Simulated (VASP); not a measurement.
Write the native input for VASP 6.6.1 that does the following.

```yaml
Task: electric field gradients
Functional: LDA
Potentials_or_basis: VASP PAW LDA potentials, release 64 (Hg, Te)
Cutoff: 520 eV
k_mesh: 11 × 11 × 11
Occupations: fermi-dirac, width 0.03 eV
Spin: no spin polarisation
Dipole_correction: no
Further_INCAR_settings: ALGO = Normal; EDIFF = 1e-08; NBANDS = 16
```

The structure of HgTe lies in POSCAR:

```
HgTe
1.0
    0.0000000000      3.2018651199      3.2018651199
    3.2018651199      0.0000000000      3.2018651199
    3.2018651199      3.2018651199      0.0000000000
Hg Te
1 1
Direct
    0.0000000000      0.0000000000      0.0000000000
    0.7500000000      0.7500000000      0.7500000000
```

This cell differs from its parent crystal: volume scaled by 0.98.

The input as run:

INCAR

```
ALGO     = Normal         # electronic algorithm
EDIFF    = 1E-8           # SCF threshold, eV
ENCUT    = 520            # plane-wave cutoff, eV
GGA      = CA             # functional
ISIF     = 2              # what is computed and relaxed
ISMEAR   = -1             # smearing method
LASPH    = True           # aspherical terms in the spheres
LCHARG   = False          # write CHGCAR
LEFG     = True         
LREAL    = False          # projectors in reciprocal space
LWAVE    = False          # write WAVECAR
NBANDS   = 16             # bands
NELM     = 80             # most SCF steps
PREC     = Accurate       # precision mode
SIGMA    = 0.03           # smearing width, eV
```

KPOINTS

```
k-points
0
Gamma
  11 11 11
```

Potentials or basis: VASP PAW LDA potentials, release 64 (Hg, Te).

The run is started by

```bash
$ cat potpaw_LDA.64/Hg/POTCAR potpaw_LDA.64/Te/POTCAR > POTCAR
$ mpirun -np 1 vasp_std > vasp.out
```

It gave:

The pressure is 1.0 GPa and the band gap on the k mesh is zero (filled and empty bands touch).

Caveat: without QUAD_EFG the Cq values of the log hold for a quadrupole moment of 1 mb, not for the nuclei; spin-orbit coupling is left out, which moves the levels of the heavy elements.

Wall time 26 s on 1 thread of Intel(R) Xeon(R) 6975P-C (Granite Rapids), with other jobs on the host, peak memory 0.2 GiB.
